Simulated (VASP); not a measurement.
# Al (Cmce) in VASP: a series of runs

Runs on Al. Level: PBE. Tasks: single point.

Everything below comes from runs of VASP 6.6.1. Logs are shortened: lines on timing, memory, paths and dates and some standing lists are left out, and cuts for length are marked.

## (1) The cell of the first run

It takes space group Cmce (No. 64, orthorhombic). Conventional cell: a = 5.374 Å, b = 3.552 Å, c = 7.244 Å, α = 90.00°, β = 90.00°, γ = 90.00°. Within 2.7 Å of Al (site symmetry m) lie 3 Al at 2.00 to 2.62 Å.

## (2) Single point, PBE

The input, INCAR:

```
SYSTEM = Al
PREC = Accurate ; ENCUT = 500
EDIFF = 1E-6 ; ISMEAR = 0
SIGMA = 0.1 ; LREAL = .False.
LASPH = .True. ; NELM = 120
ALGO = Normal ; ISIF = 2
LWAVE = .False. ; LCHARG = .False.
GGA = PE ; NBANDS = 14
GGA_COMPAT = .False.
```

The input, KPOINTS:

```
Automatic mesh
0
Gamma
  6 6 4
  0 0 0
```

The input, POSCAR:

```
Al
1.0
    2.6868123428     -1.7757774202      0.0000000000
    2.6868123428      1.7757774202      0.0000000000
    0.0000000000      0.0000000000      7.2438386526
Al
4
Direct
    0.8500000000      0.1500000000      0.1170000000
    0.6500000000      0.3500000000      0.6170000000
    0.1500000000      0.8500000000      0.8830000000
    0.3500000000      0.6500000000      0.3830000000
```

Potentials or basis: VASP PAW PBE potentials, release 64 (Al).

The run is started by

```sh
cat potpaw_PBE.64/Al/POTCAR > POTCAR
mpirun -np 1 vasp_std > vasp.out
```

OUTCAR:

```text
SYSTEM = Al
   PREC = Accurate
   ENCUT = 500
   EDIFF = 1E-6
   ISMEAR = 0
   LREAL = .False.
   LASPH = .True.
   NELM = 120
   ISIF = 2
   GGA = PE

 ion  position               nearest neighbor table
   1  0.850  0.150  0.117-   3 2.00   4 2.62   4 2.62   3 3.01   3 3.26   3 3.26   4 3.31   4 3.31

   2  0.650  0.350  0.617-   4 2.00   3 2.62   3 2.62   4 3.01   4 3.26   4 3.26   3 3.31   3 3.31

   3  0.150  0.850  0.883-   1 2.00   2 2.62   2 2.62   1 3.01   1 3.26   1 3.26   2 3.31   2 3.31

   4  0.350  0.650  0.383-   2 2.00   1 2.62   1 2.62   2 3.01   2 3.26   2 3.26   1 3.31   1 3.31

  LATTYP: Found a base centered orthorhombic cell.
 ALAT       =     3.5515548404
 B/A-ratio  =     1.5130344109
 C/A-ratio  =     2.0396246090

  Lattice vectors:

 A1 = (  -2.6868123428,  -1.7757774202,   0.0000000000)
 A2 = (   2.6868123428,  -1.7757774202,   0.0000000000)
 A3 = (   0.0000000000,   0.0000000000,   7.2438386526)

Analysis of symmetry for initial positions (statically):
=====================================================================
 Subroutine PRICEL returns:
 Original cell was already a primitive cell.

 Routine SETGRP: Setting up the symmetry group for a
 base centered orthorhombic supercell.

 Subroutine GETGRP returns: Found  8 space group operations
 (whereof  4 operations were pure point group operations)
 out of a pool of  8 trial point group operations.

The static configuration has the point symmetry C_2h.
 The point group associated with its full space group is D_2h.

Analysis of symmetry for dynamics (positions and initial velocities):
=====================================================================
 Subroutine PRICEL returns:
 Original cell was already a primitive cell.

 Routine SETGRP: Setting up the symmetry group for a
 base centered orthorhombic supercell.

 Subroutine GETGRP returns: Found  8 space group operations
 (whereof  4 operations were pure point group operations)
 out of a pool of  8 trial point group operations.

The dynamic configuration has the point symmetry C_2h.
 The point group associated with its full space group is D_2h.

 Subroutine INISYM returns: Found  8 space group operations
 (whereof  4 operations are pure point group operations),
 and found     1 'primitive' translations

----------------------------------------------------------------------------------------

                                     Primitive cell

  volume of cell :      69.1233

  direct lattice vectors                    reciprocal lattice vectors
     2.686812343 -1.775777420  0.000000000     0.186094128 -0.281566819  0.000000000
     2.686812343  1.775777420  0.000000000     0.186094128  0.281566819  0.000000000
     0.000000000  0.000000000  7.243838653     0.000000000  0.000000000  0.138048354

  length of vectors
     3.220612676  3.220612676  7.243838653     0.337506886  0.337506886  0.138048354

  position of ions in fractional coordinates (direct lattice)
     0.850000000  0.150000000  0.117000000
     0.650000000  0.350000000  0.617000000
     0.150000000  0.850000000  0.883000000
     0.350000000  0.650000000  0.383000000

  ion indices of the primitive-cell ions
   primitive index   ion index
                 1           1
                 2           2
                 3           3
                 4           4

----------------------------------------------------------------------------------------

 KPOINTS: Automatic mesh

Automatic generation of k-mesh.
 Grid dimensions read from file:
 generate k-points for:    6    6    4

 Generating k-lattice:

  Cartesian coordinates                     Fractional coordinates (reciprocal lattice)
     0.031015688 -0.046927803  0.000000000     0.166666667  0.000000000  0.000000000
     0.031015688  0.046927803  0.000000000     0.000000000  0.166666667  0.000000000
     0.000000000  0.000000000  0.034512088     0.000000000  0.000000000  0.250000000

  Length of vectors
     0.056251148  0.056251148  0.034512088

  Shift w.r.t. Gamma in fractional coordinates (k-lattice)
     0.000000000  0.000000000  0.000000000

 Subroutine IBZKPT returns following result:
 ===========================================

 Found     39 irreducible k-points:

 Following reciprocal coordinates:
            Coordinates               Weight
  0.000000  0.000000  0.000000      1.000000
  0.166667  0.000000  0.000000      4.000000
  0.333333  0.000000  0.000000      4.000000
  0.500000  0.000000  0.000000      2.000000
  0.166667  0.166667  0.000000      2.000000
  0.333333  0.166667  0.000000      4.000000
[... 16 lines left out ...]
  0.333333  0.333333  0.250000      4.000000
  0.500000  0.333333  0.250000      8.000000
 [... further k-points ...]
   k-points           NKPTS =     39   k-points in BZ     NKDIM =     39   number of bands    NBANDS=     14
   number of dos      NEDOS =    301   number of ions     NIONS =      4
   total plane-waves  NPLWV =  31104
   dimension x,y,z NGX =    24 NGY =   24 NGZ =   54
   dimension x,y,z NGXF=    48 NGYF=   48 NGZF=  108
   ions per type =               4
   NGX,Y,Z   is equivalent  to a cutoff of  12.39, 12.39, 12.39 a.u.
   NGXF,Y,Z  is equivalent  to a cutoff of  24.78, 24.78, 24.79 a.u.
 SYSTEM =  Al
   PREC   = accura    normal or accurate (medium, high low for compatibility)
   ISTART =      0    job   : 0-new  1-cont  2-samecut
   ICHARG =      2    charge: 1-file 2-atom 10-const
   ISPIN  =      1    spin polarized calculation?
   LNONCOLLINEAR =      F non collinear calculations
   LSORBIT =      F    spin-orbit coupling
   LASPH  =      T    aspherical Exc in radial PAW
   ENCUT  =  500.0 eV  36.75 Ry    6.06 a.u.   5.87  5.87 13.21*2*pi/ulx,y,z
   NELM   =    120;   NELMIN=  2; NELMDL= -5     # of ELM steps
   EDIFF  = 0.1E-05   stopping-criterion for ELM
   LREAL  =      F    real-space projection
   EDIFFG = 0.1E-04   stopping-criterion for IOM
   NSW    =      0    number of steps for IOM
   IBRION =     -1    ionic relax: 0-MD 1-quasi-New 2-CG
   NFREE  =      0    steps in history (QN), initial steepest desc. (CG)
   ISIF   =      2    stress and relaxation
   ISYM   =      2    0-nonsym 1-usesym 2-fastsym
   POTIM  = 0.5000    time-step for ionic-motion
   TEBEG  =    0.0;   TEEND  =   0.0 temperature during run
   PSTRESS=    0.0 pullay stress
   NELECT =      12.0000    total number of electrons
   NUPDOWN=      -1.0000    fix difference up-down
   EMIN   =  10.00;   EMAX   =-10.00  energy-range for DOS
   EFERMI =   0.00;   METHOD = LEGACY
   ISMEAR =     0;   SIGMA  =   0.10  broadening in eV -4-tet -1-fermi 0-gaus
   EFERMI_NEDOS =   21; number of points for ismear=-14 and -15
   IALGO  =     38    algorithm
   IMIX   =      4    mixing-type and parameters
     AMIX     =   0.40;   BMIX     =  1.00
     AMIX_MAG =   1.60;   BMIX_MAG =  1.00
  volume/ion in A,a.u.               =      17.28       116.62
  Fermi-wavevector in a.u.,A,eV,Ry     =   0.913258  1.725808 11.347817  0.834041
  Thomas-Fermi vector in A             =   2.037749
   LORBIT       =      0    0 simple, 1 ext, 2 COOP (PROOUT), +10 PAW based schemes
   GGA     = PE    functional components
   LHFCALC =     F    Hartree Fock is set to
   AEXX    =    0.0000 exact exchange contribution
   IVDW    =     0    specifies the selected vdW correction
   LEPSILON=     F    determine dielectric tensor
   LRPA    =     F    only Hartree local field effects (RPA)
 non-spin polarized calculation
 Gauss-broadening in eV      SIGMA  =   0.10
  energy-cutoff  :      500.00
  volume of cell :       69.12
 maximum number of plane-waves:      1788
   NGX = 11   NGY = 11   NGZ = 27

 number of electron      12.0000000 magnetization

 Free energy of the ion-electron system (eV)
  ---------------------------------------------------
  ext. energy  EPLUGINS =         0.00000000
  ---------------------------------------------------
  free energy    TOTEN  =       -10.37325227 eV

  energy without entropy =      -10.36448738  energy(sigma->0) =      -10.36886983

 E-fermi :   7.2109     XC(G=0):  -9.9420

 val. band max:        7.1742955060   @ k =   0.5000   0.0000   0.5000
 cond. band min:       7.2316071539   @ k =  -0.1667   0.1667   0.0000
 fundamental gap:      0.0573116479
 Fermi energy:         7.2108554415

 k-point     1 :       0.0000    0.0000    0.0000
  band No.  band energies     occupation
      1      -3.3855      2.00000
      2      -0.8786      2.00000
      3      -0.3250      2.00000
      4       6.3323      2.00000
      5       8.5020      0.00000
      6      11.0250      0.00000
      7      11.9236      0.00000
      8      12.8148      0.00000
      9      13.5405      0.00000
     10      13.5614      0.00000
     11      13.9784      0.00000
     12      14.4571      0.00000
     13      15.4381      0.00000
     14      15.7603      0.00000

 k-point     2 :       0.1667    0.0000    0.0000
  band No.  band energies     occupation
      1      -2.9242      2.00000
      2      -0.4366      2.00000
      3       0.1307      2.00000
      4       6.6497      2.00000
      5       7.6054      0.00000
      6       9.1858      0.00000
      7      10.2134      0.00000
      8      10.4362      0.00000
      9      11.1172      0.00000
     10      12.7405      0.00000
     11      13.7984      0.00000
     12      13.9124      0.00000
     13      14.8344      0.00000
     14      15.8178      0.00000
[... 343 lines left out ...]
      1      -1.0113      2.00000
      2       0.3379      2.00000
      3       3.0703      2.00000
      4       5.6210      2.00000
      5       6.6663      2.00000
      6       6.7754      2.00000
      7       8.2193      0.00000
      8       8.6639      0.00000
      9       9.6911      0.00000
     10       9.7281      0.00000
     11      10.4042      0.00000
     12      12.1420      0.00000
     13      12.9002      0.00000
     14      13.0827      0.00000

 k-point    24 :       0.5000    0.3333    0.2500
  band No.  band energies     occupation
      1       0.4723      2.00000
      2       1.7794      2.00000
      3       3.9866      2.00000
      4       4.2547      2.00000
      5       4.9359      2.00000
      6       5.4998      2.00000
      7       6.0846      2.00000
      8       7.9926      0.00000
      9       8.0992      0.00000
     10       9.0840      0.00000
     11      11.6380      0.00000
     12      12.1996      0.00000
     13      12.4389      0.00000
     14      13.9565      0.00000

 [... further k-points ...]
[... 5 lines left out ...]
  --------------------------------------------------------------------------------------
  -------------------------------------------------------------------------------------
  Total       -3.5667649      8.2342850     25.9174770      0.0000000      0.0000000      0.0000000
  in kB      -82.6723797    190.8586493    600.7291081      0.0000000      0.0000000      0.0000000
  external PRESSURE =     236.3051259 kB  Pullay stress =       0.0000000 kB

 VOLUME and BASIS-vectors are now :
 -----------------------------------------------------------------------------
  energy-cutoff  :      500.00
  volume of cell :       69.12
      direct lattice vectors                 reciprocal lattice vectors
     2.686812343 -1.775777420  0.000000000     0.186094128 -0.281566819  0.000000000
     2.686812343  1.775777420  0.000000000     0.186094128  0.281566819  0.000000000
     0.000000000  0.000000000  7.243838653     0.000000000  0.000000000  0.138048354

 POSITION                                       TOTAL-FORCE (eV/Angst)
 -----------------------------------------------------------------------------------
      2.68681     -1.24304      0.84753         0.000000      4.252955      6.258139
      2.68681     -0.53273      4.46945         0.000000     -4.252955      6.258139
      2.68681      1.24304      6.39631         0.000000     -4.252955     -6.258139
      2.68681      0.53273      2.77439         0.000000      4.252955     -6.258139
 -----------------------------------------------------------------------------------
    total drift:                               -0.000000     -0.000000     -0.000000

  FREE ENERGIE OF THE ION-ELECTRON SYSTEM (eV)
  ---------------------------------------------------
  free  energy   TOTEN  =       -10.3732522687 eV

  energy  without entropy=      -10.3644873822  energy(sigma->0) =      -10.36886983
```

Run time: 13 s. Hardware: 1 thread of Intel Xeon 6975P-C (Granite Rapids), shared host; peak memory 0.18 GiB.

Results:

| Quantity | Value |
| --- | --- |
| Free energy | -10.3733 eV |
| Pressure | 23.6 GPa |
| Largest force | 7.567 eV/Å |
| Band gap on the k mesh | zero (band 6 reaches 11.38 eV, above the bottom of band 7 at 5.33 eV) |

Forces in eV/Å, atoms in the order of the input:
```
Al   0.000  4.253  6.258
Al   0.000 -4.253  6.258
Al   0.000 -4.253 -6.258
Al   0.000  4.253 -6.258
```

Stress tensor (GPa, compression positive):
```
-8.27  0.00  0.00
 0.00 19.09  0.00
 0.00  0.00 60.07
```

Caveat: forces of over 1 eV/Å act on the atoms, so gaps and moduli don't describe the material at rest.

## (3) Single point, PBE

This run uses another cell than the first one, of 17.35 Å³/atom, 1.004 times its volume.

The input, INCAR:

```
SYSTEM = Al
  PREC = Accurate
  ENCUT = 500
  EDIFF = 1E-6
  ISMEAR = 0
  SIGMA = 0.1
  LREAL = .False.
  LASPH = .True.
  NELM = 120
  ALGO = Normal
  ISIF = 2
  LWAVE = .False.
  LCHARG = .False.
  GGA = PE
  NBANDS = 14
  GGA_COMPAT = .False.
```

KPOINTS is that of step 2.

The input, POSCAR:

```
Al
1.0
    2.1705443755     -3.6786701935      0.0000000000
    2.1705443755      3.6786701935      0.0000000000
    0.0000000000      0.0000000000      4.3468631391
Al
4
Direct
    0.1525000000      0.8475000000      0.0785000000
    0.6525000000      0.3475000000      0.4215000000
    0.8475000000      0.1525000000      0.9215000000
    0.3475000000      0.6525000000      0.5785000000
```

Potentials or basis: VASP PAW PBE potentials, release 64 (Al).

The run is started by

```sh
cat potpaw_PBE.64/Al/POTCAR > POTCAR
mpirun -np 1 vasp_std > vasp.out
```

Wall time 8.6 s (1 thread of Intel Xeon 6975P-C (Granite Rapids), shared host); peak memory 0.17 GiB.

It converged, with:

```
Free energy            : -13.6020 eV
Pressure               : 16.2 GPa
Largest force          : 1.039 eV/Å
Band gap on the k mesh : zero (band 6 reaches 7.44 eV, above the bottom of band 7 at 6.46 eV)
```

Forces on the atoms (eV/Å):
```
Al   0.000 -1.028  0.148
Al   0.000 -1.028 -0.148
Al   0.000  1.028 -0.148
Al   0.000  1.028  0.148
```

Stress tensor (GPa, compression positive):
```
 9.32  0.00  0.00
 0.00 26.03  0.00
 0.00  0.00 13.21
```

Levels at points of the mesh, in eV from the Fermi level:
| k point | band 2 | band 3 | band 4 | band 5 | band 6 | band 7 | band 8 | band 9 | band 10 | band 11 |
| --- | --- | --- | --- | --- | --- | --- | --- | --- | --- | --- |
| (0.00, 0.00, 0.00) | -3.46 | -3.15 | -1.97 | -0.99 | -0.48 | 0.22 | 0.38 | 0.92 | 5.17 | 5.62 |
| (0.50, 0.00, 0.00) | -8.13 | -2.89 | -2.89 | -1.40 | -1.40 | 0.37 | 0.37 | 4.28 | 4.28 | 4.88 |
| (0.50, 0.50, 0.00) | -7.07 | -3.50 | -2.90 | -1.76 | -1.02 | 0.34 | 0.49 | 3.24 | 3.68 | 4.61 |
| (0.00, 0.00, 0.50) | -8.76 | -0.32 | -0.32 | -0.01 | -0.01 | 0.98 | 0.98 | 2.44 | 2.44 | 2.88 |
| (0.50, 0.00, 0.50) | -6.54 | -5.96 | -5.96 | -1.60 | -1.60 | 0.22 | 0.22 | 7.08 | 7.08 | 7.31 |
| (0.50, 0.50, 0.50) | -6.92 | -5.17 | -5.17 | -1.73 | -1.73 | -0.66 | -0.66 | 6.92 | 6.92 | 8.19 |

Caveat: the k points lie up to 0.36 Å⁻¹ apart; forces of over 1 eV/Å act on the atoms, so gaps and moduli don't describe the material at rest.
